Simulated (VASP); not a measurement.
A run of VASP 6.6.1:

Contents of INCAR:

```
SYSTEM = LiCl
ALGO     = Normal         ! electronic algorithm
EDIFF    = 1E-6           ! SCF threshold, eV
ENCUT    = 520            ! plane-wave cutoff, eV
GGA      = PE             ! functional
ISIF     = 2              ! what is computed and relaxed
ISMEAR   = 0              ! smearing method
LASPH    = .TRUE.         ! aspherical terms in the spheres
LCHARG   = .TRUE.         ! write CHGCAR
LELF     = .TRUE.         ! ELF
LREAL    = .FALSE.        ! projectors in reciprocal space
LVHAR    = .TRUE.       
LWAVE    = .FALSE.        ! write WAVECAR
NBANDS   = 42             ! bands
NELM     = 60             ! most SCF steps
PREC     = Accurate       ! precision mode
SIGMA    = 0.02           ! smearing width, eV
```

File KPOINTS:

```
k-points
0
G
  6 6 6
  0 0 0
```

The input POSCAR:

```
LiCl
1.0
   -4.5984328399      4.5984328399      3.1446435996
    4.5984328399     -4.5984328399      3.1446435996
    4.5984328399      4.5984328399     -3.1446435996
Li Cl
6 6
Direct
    0.5000000000      0.5000000000      0.0000000000
    0.0000000000      0.0000000000      0.0000000000
    0.1339780464      0.3660219536      0.5000000000
    0.8660219536      0.6339780464      0.5000000000
    0.6339780464      0.1339780464      0.7679560928
    0.3660219536      0.8660219536      0.2320439072
    0.2500000000      0.7500000000      0.5000000000
    0.7500000000      0.2500000000      0.5000000000
    0.1103510999      0.1103510999      0.7207021999
    0.3896489001      0.3896489001      0.2792978001
    0.6103510999      0.8896489001      0.0000000000
    0.8896489001      0.6103510999      0.0000000000
```

Potentials or basis: VASP PAW PBE potentials, release 64 (Li_sv, Cl).

Command:

```bash
$ cat potpaw_PBE.64/Li_sv/POTCAR potpaw_PBE.64/Cl/POTCAR > POTCAR
$ mpirun -np 1 vasp_std > vasp.out
```

Hardware: 1 thread of Intel Xeon 8259CL, with other jobs on the host.

Problem. How long does it take, and how much memory?

Solution. Wall time 17 min on 1 thread of Intel Xeon 8259CL (shared host), peak memory 0.52 GiB. Counts: scf iterations 15, k points 30.
